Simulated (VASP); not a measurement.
Here is a VASP 6.6.1 calculation.

The input INCAR:

```
ALGO = Normal
EDIFF = 1E-6
ENCUT = 520
GGA = RE
ISIF = 2
ISMEAR = -1
LASPH = True
LCHARG = False
LREAL = False
LWAVE = False
NBANDS = 12
NELM = 60
PREC = Accurate
SIGMA = 0.1
```

The input KPOINTS:

```
k-points
0
Gamma
  12 12 12
```

File POSCAR:

```
Tl
1.0
   -2.0487124926      2.0487124926      2.0487124926
    2.0487124926     -2.0487124926      2.0487124926
    2.0487124926      2.0487124926     -2.0487124926
Tl
1
Direct
    0.0000000000      0.0000000000      0.0000000000
```

Potentials or basis: VASP PAW PBE potentials, release 64 (Tl_d).

Run with:

```bash
$ cat potpaw_PBE.64/Tl_d/POTCAR > POTCAR
$ mpirun -np 1 vasp_std > vasp.out
```

Question: Estimate the pressure.

Answer: -0.8 GPa.

Caveat: the PAW data sets were made with another functional, which shifts forces and pressure a little.
